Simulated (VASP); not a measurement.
# BaTiO3 in VASP: further runs

The runs below take BaTiO3 through single point, with r2SCAN, PBE.

All numbers are computed with VASP 6.6.1; they aren't measurements. Logs are shortened: lines on timing, memory, paths and dates and some standing lists are left out, and cuts for length are marked.

## 1. The cell of the first run

The structure is tetragonal, space group P4/mmm (No. 123). Conventional cell: a = 3.994 Å, b = 3.994 Å, c = 4.233 Å, α = 90.00°, β = 90.00°, γ = 90.00°. Ba (site symmetry 4/mmm) has 12 O at 2.82 to 2.91 Å and 8 Ti at 3.53 Å within 3.7 Å. Ti (site symmetry 4/mmm) has 6 O at 2.00 to 2.12 Å within 2.6 Å. Within 2.8 Å of O (site symmetry 4/mmm) lie 2 Ti at 2.12 Å. Within 2.6 Å of O (site symmetry mmm) lie 2 Ti at 2.00 Å.

## 2. Single point, r2SCAN (uniaxial x strain +6.0%)

POSCAR reads:

```
BaTiO3
1.0
    4.2333423023      0.0000000000      0.0000000000
    0.0000000000      3.9940959546      0.0000000000
    0.0000000000      0.0000000000      3.9940959546
Ba Ti O
1 1 3
Direct
    0.5000000000      0.5000000000      0.5000000000
    0.0000000000      0.0000000000      0.0000000000
    0.5000000000      0.0000000000      0.0000000000
    0.0000000000      0.5000000000      0.0000000000
    0.0000000000      0.0000000000      0.5000000000
```

INCAR.step1 reads:

```
SYSTEM = BaTiO3
  ALGO = Normal
  EDIFF = 1E-4
  ENCUT = 520
  GGA = PE
  ISMEAR = 0
  LASPH = .TRUE.
  LCHARG = .FALSE.
  LREAL = .FALSE.
  LWAVE = .TRUE.
  NBANDS = 28
  NELM = 80
  PREC = Accurate
  SIGMA = 0.01
```

INCAR.step2 reads:

```
SYSTEM = BaTiO3
  ALGO = Normal
  EDIFF = 1E-6
  ENCUT = 520
  ISIF = 2
  ISMEAR = 0
  ISTART = 1
  LASPH = .TRUE.
  LCHARG = .TRUE.
  LELF = .TRUE.
  LMIXTAU = .TRUE.
  LREAL = .FALSE.
  LVHAR = .TRUE.
  LWAVE = .FALSE.
  METAGGA = R2SCAN
  NBANDS = 28
  NELM = 80
  PREC = Accurate
  SIGMA = 0.01
```

KPOINTS reads:

```
k-points
0
G
  6 6 6
  0 0 0
```

Potentials or basis: VASP PAW PBE potentials, release 64 (Ba_sv, Ti_sv, O).

Command:

```console
> cat potpaw_PBE.64/Ba_sv/POTCAR potpaw_PBE.64/Ti_sv/POTCAR potpaw_PBE.64/O/POTCAR > POTCAR
> cp INCAR.step1 INCAR
> mpirun -np 1 vasp_std > vasp.out
> cp INCAR.step2 INCAR
> mpirun -np 1 vasp_std > vasp.out
```

OUTCAR:

```text
SYSTEM = BaTiO3
   EDIFF = 1E-6
   ENCUT = 520
   ISIF = 2
   ISMEAR = 0
   ISTART = 1
   LASPH = .TRUE.
   LREAL = .FALSE.
   METAGGA = R2SCAN
   NELM = 80
   PREC = Accurate

 ion  position               nearest neighbor table
   1  0.500  0.500  0.500-   3 2.82   3 2.82   3 2.82   3 2.82   4 2.91   5 2.91   5 2.91   4 2.91
                             4 2.91   5 2.91   4 2.91   5 2.91   2 3.53   2 3.53   2 3.53   2 3.53
   2  0.000  0.000  0.000-   4 2.00   5 2.00   5 2.00   4 2.00   3 2.12   3 2.12   1 3.53   1 3.53
                             1 3.53   1 3.53   1 3.53   1 3.53   1 3.53   1 3.53
   3  0.500  0.000  0.000-   2 2.12   2 2.12   1 2.82   1 2.82   1 2.82   1 2.82
   4  0.000  0.500  0.000-   2 2.00   2 2.00   1 2.91   1 2.91   1 2.91   1 2.91
   5  0.000  0.000  0.500-   2 2.00   2 2.00   1 2.91   1 2.91   1 2.91   1 2.91

  LATTYP: Found a simple tetragonal cell.
 ALAT       =     3.9940959546
 C/A-ratio  =     1.0599000000

  Lattice vectors:

 A1 = (   0.0000000000,   3.9940959546,   0.0000000000)
 A2 = (   0.0000000000,   0.0000000000,   3.9940959546)
 A3 = (   4.2333423023,   0.0000000000,   0.0000000000)

Analysis of symmetry for initial positions (statically):
=====================================================================
 Subroutine PRICEL returns:
 Original cell was already a primitive cell.

 Routine SETGRP: Setting up the symmetry group for a
 simple tetragonal supercell.

 Subroutine GETGRP returns: Found 16 space group operations
 (whereof 16 operations were pure point group operations)
 out of a pool of 16 trial point group operations.

The static configuration has the point symmetry D_4h.

Analysis of symmetry for dynamics (positions and initial velocities):
=====================================================================
 Subroutine PRICEL returns:
 Original cell was already a primitive cell.

 Routine SETGRP: Setting up the symmetry group for a
 simple tetragonal supercell.

 Subroutine GETGRP returns: Found 16 space group operations
 (whereof 16 operations were pure point group operations)
 out of a pool of 16 trial point group operations.

The dynamic configuration has the point symmetry D_4h.

 Subroutine INISYM returns: Found 16 space group operations
 (whereof 16 operations are pure point group operations),
 and found     1 'primitive' translations

[... 101 lines left out ...]
   LREAL  =      F    real-space projection
   EDIFFG = 0.1E-04   stopping-criterion for IOM
   NSW    =      0    number of steps for IOM
   IBRION =     -1    ionic relax: 0-MD 1-quasi-New 2-CG
   NFREE  =      0    steps in history (QN), initial steepest desc. (CG)
   ISIF   =      2    stress and relaxation
   ISYM   =      2    0-nonsym 1-usesym 2-fastsym
   POTIM  = 0.5000    time-step for ionic-motion
   TEBEG  =    0.0;   TEEND  =   0.0 temperature during run
   PSTRESS=    0.0 pullay stress
   NELECT =      40.0000    total number of electrons
   NUPDOWN=      -1.0000    fix difference up-down
   EMIN   =  10.00;   EMAX   =-10.00  energy-range for DOS
   EFERMI =   0.00;   METHOD = LEGACY
   ISMEAR =     0;   SIGMA  =   0.01  broadening in eV -4-tet -1-fermi 0-gaus
   EFERMI_NEDOS =   21; number of points for ismear=-14 and -15
   IALGO  =     38    algorithm
   IMIX   =      4    mixing-type and parameters
     AMIX     =   0.40;   BMIX     =  1.00
     AMIX_MAG =   1.60;   BMIX_MAG =  1.00
  volume/ion in A,a.u.               =      13.51        91.15
  Fermi-wavevector in a.u.,A,eV,Ry     =   1.374848  2.598086 25.717830  1.890207
  Thomas-Fermi vector in A             =   2.500237
   LORBIT       =      0    0 simple, 1 ext, 2 COOP (PROOUT), +10 PAW based schemes
   METAGGA = R2SCAN    functional components
   LHFCALC =     F    Hartree Fock is set to
   AEXX    =    0.0000 exact exchange contribution
   IVDW    =     0    specifies the selected vdW correction
   LEPSILON=     F    determine dielectric tensor
   LRPA    =     F    only Hartree local field effects (RPA)
 non-spin polarized calculation
 Gauss-broadening in eV      SIGMA  =   0.01
  energy-cutoff  :      520.00
  volume of cell :       67.53
 maximum number of plane-waves:      1856
 NGX is ok and might be reduce to    32
   NGX = 15   NGY = 15   NGZ = 15

 number of electron      39.9999977 magnetization

 Free energy of the ion-electron system (eV)
  ---------------------------------------------------
  ext. energy  EPLUGINS =         0.00000000
  ---------------------------------------------------
  free energy    TOTEN  =       -74.09007853 eV

  energy without entropy =      -74.09007853  energy(sigma->0) =      -74.09007853

 E-fermi :   3.3109     XC(G=0): -11.6248

 val. band max:        3.2121879659   @ k =   0.5000   0.5000   0.5000
 cond. band min:       5.1245372748   @ k =   0.0000   0.0000   0.0000
 fundamental gap:      1.9123493089
 Fermi energy:         3.3108536498

 k-point     1 :       0.0000    0.0000    0.0000
  band No.  band energies     occupation
      1     -55.9680      2.00000
      2     -31.1031      2.00000
      3     -31.1031      2.00000
      4     -31.0967      2.00000
      5     -22.4621      2.00000
      6     -14.6887      2.00000
[... 733 lines left out ...]
     27      11.4805      0.00000
     28      12.2641      0.00000

 [... further k-points ...]

------------------------ aborting loop because EDIFF is reached ----------------------------------------

  FORCE on cell =-STRESS in cart. coord.  units (eV):
  Direction    XX          YY          ZZ          XY          YZ          ZX
  --------------------------------------------------------------------------------------
  -------------------------------------------------------------------------------------
  Total       -5.3135940     -1.7152572     -1.7152572      0.0000000      0.0000000      0.0000000
  in kB     -126.0603701    -40.6929774    -40.6929774      0.0000000      0.0000000      0.0000000
  external PRESSURE =     -69.1487750 kB  Pullay stress =       0.0000000 kB

 VOLUME and BASIS-vectors are now :
 -----------------------------------------------------------------------------
  energy-cutoff  :      520.00
  volume of cell :       67.53
      direct lattice vectors                 reciprocal lattice vectors
     4.233342302  0.000000000  0.000000000     0.236219972  0.000000000  0.000000000
     0.000000000  3.994095955  0.000000000     0.000000000  0.250369548  0.000000000
     0.000000000  0.000000000  3.994095955     0.000000000  0.000000000  0.250369548

 POSITION                                       TOTAL-FORCE (eV/Angst)
 -----------------------------------------------------------------------------------
      2.11667      1.99705      1.99705         0.000000      0.000000      0.000000
      0.00000      0.00000      0.00000         0.000000      0.000000      0.000000
      2.11667      0.00000      0.00000         0.000000      0.000000      0.000000
      0.00000      1.99705      0.00000         0.000000      0.000000      0.000000
      0.00000      0.00000      1.99705         0.000000      0.000000      0.000000
 -----------------------------------------------------------------------------------
    total drift:                                0.000000      0.000000     -0.000000

  FREE ENERGIE OF THE ION-ELECTRON SYSTEM (eV)
  ---------------------------------------------------
  free  energy   TOTEN  =       -74.0900785296 eV

  energy  without entropy=      -74.0900785296  energy(sigma->0) =      -74.09007853
```

OSZICAR.step1:

```text
N       E                     dE             d eps       ncg     rms          rms(c)
DAV:   1     0.422623524256E+03    0.42262E+03   -0.20286E+04  2240   0.151E+03
DAV:   2    -0.716075911285E+01   -0.42978E+03   -0.40978E+03  2532   0.408E+02
DAV:   3    -0.489847711011E+02   -0.41824E+02   -0.41394E+02  2644   0.133E+02
DAV:   4    -0.510884760431E+02   -0.21037E+01   -0.20995E+01  3516   0.263E+01
DAV:   5    -0.511262029946E+02   -0.37727E-01   -0.37712E-01  2808   0.346E+00    0.220E+01
DAV:   6    -0.402713498579E+02    0.10855E+02   -0.59938E+01  3140   0.639E+01    0.101E+01
DAV:   7    -0.401272387734E+02    0.14411E+00   -0.11539E+01  2988   0.241E+01    0.628E+00
DAV:   8    -0.399153661712E+02    0.21187E+00   -0.60876E-01  2760   0.643E+00    0.364E+00
DAV:   9    -0.399450331250E+02   -0.29667E-01   -0.60553E-01  3148   0.673E+00    0.211E+00
DAV:  10    -0.398971384208E+02    0.47895E-01   -0.28339E-01  2732   0.486E+00    0.605E-01
DAV:  11    -0.398915101819E+02    0.56282E-02   -0.28332E-02  2608   0.103E+00    0.235E-01
DAV:  12    -0.398912709438E+02    0.23924E-03   -0.23733E-03  2736   0.420E-01    0.669E-02
DAV:  13    -0.398913676184E+02   -0.96675E-04   -0.33358E-04  2252   0.133E-01
   1 F= -.39891368E+02 E0= -.39891368E+02  d E =-.300235E-27
```

Wall time 83 s (1 thread of Intel Xeon 6975P-C (Granite Rapids), shared host); peak memory 0.23 GiB.

Results:

```yaml
Free_energy: -74.0901 eV
Pressure: -6.9 GPa
Band_gap_on_the_k_mesh: 1.91 eV, indirect (least direct gap 2.16 eV)
```

Levels at points of the mesh, in eV from the valence-band top:
```tsv
k point	band 17	band 18	band 19	band 20	band 21	band 22	band 23	band 24
(0.00, 0.00, 0.00)	-1.03	-0.30	-0.24	-0.24	1.91	1.91	2.01	3.53
(0.50, 0.00, 0.00)	-1.43	-1.43	-0.78	-0.78	2.11	3.22	3.22	3.96
(0.00, 0.50, 0.00)	-1.97	-1.78	-0.87	-0.77	2.06	3.62	3.66	3.69
(0.50, 0.50, 0.00)	-1.89	-1.16	-1.14	-0.25	3.23	3.69	3.88	4.74
(0.00, 0.50, 0.50)	-1.79	-0.67	-0.67	-0.05	3.66	3.66	4.15	4.26
(0.50, 0.50, 0.50)	-2.39	-0.08	-0.08	0.00	4.09	4.09	4.33	6.96
```

Caveat: the cell differs from its parent crystal (uniaxial x strain +6.0%); the PAW data sets were made with another functional, which shifts forces and pressure a little; spin-orbit coupling is left out, which moves the levels of the heavy elements. A k mesh can miss the band edges.

## 3. Single point, PBE

This run uses another cell than the first one, of 12.74 Å³/atom, 0.943 times its volume.

INCAR reads:

```
SYSTEM = BaTiO3
  PREC = Accurate
  ENCUT = 910
  EDIFF = 1E-6
  ISMEAR = -1
  SIGMA = 0.02
  LREAL = .False.
  LASPH = .True.
  NELM = 120
  ALGO = Normal
  ISIF = 2
  LWAVE = .False.
  LCHARG = .False.
  GGA = PE
  NBANDS = 28
  GGA_COMPAT = .False.
```

KPOINTS reads:

```
Automatic mesh
0
Gamma
  6 6 6
  0 0 0
```

Edit POSCAR of step 2 so:

```diff
@@ -2,3 +2,3 @@
 1.0
-    4.2333423023      0.0000000000      0.0000000000
+    3.9940959546      0.0000000000      0.0000000000
     0.0000000000      3.9940959546      0.0000000000
```

Potentials or basis: VASP PAW PBE potentials, release 64 (Ba_sv, Ti_sv, O_h).

Command:

```console
> cat potpaw_PBE.64/Ba_sv/POTCAR potpaw_PBE.64/Ti_sv/POTCAR potpaw_PBE.64/O_h/POTCAR > POTCAR
> mpirun -np 1 vasp_std > vasp.out
```

It took 38 s on 1 thread of Intel Xeon 6975P-C (Granite Rapids), shared host; peak memory 0.29 GiB.

Results (log left out):

| Property | Result |
| --- | --- |
| Free energy | -39.9789 eV |
| Pressure | 4.5 GPa |
| Band gap on the k mesh | 1.76 eV, indirect (least direct gap 1.90 eV) |

Levels at points of the mesh, in eV from the valence-band top:
| k point | band 16 | band 17 | band 18 | band 19 | band 20 | band 21 | band 22 | band 23 | band 24 | band 25 |
| --- | --- | --- | --- | --- | --- | --- | --- | --- | --- | --- |
| (0.00, 0.00, 0.00) | -1.10 | -1.10 | -0.14 | -0.14 | -0.14 | 1.76 | 1.76 | 1.76 | 3.95 | 3.95 |
| (0.50, 0.00, 0.00) | -1.94 | -1.84 | -1.84 | -0.71 | -0.71 | 1.92 | 3.52 | 3.52 | 3.96 | 5.99 |
| (0.50, 0.50, 0.00) | -2.71 | -1.71 | -0.87 | -0.87 | -0.09 | 3.53 | 3.53 | 3.94 | 4.81 | 7.74 |
| (0.50, 0.50, 0.50) | -2.40 | -2.40 | 0.00 | 0.00 | 0.00 | 4.20 | 4.20 | 4.20 | 6.76 | 6.76 |

Caveat: the cutoff is under 1.25 times the usual one of these potentials, so pressure, stress and relaxed cells hold a basis-set (Pulay) error; spin-orbit coupling is left out, which moves the levels of the heavy elements. A k mesh can miss the band edges.
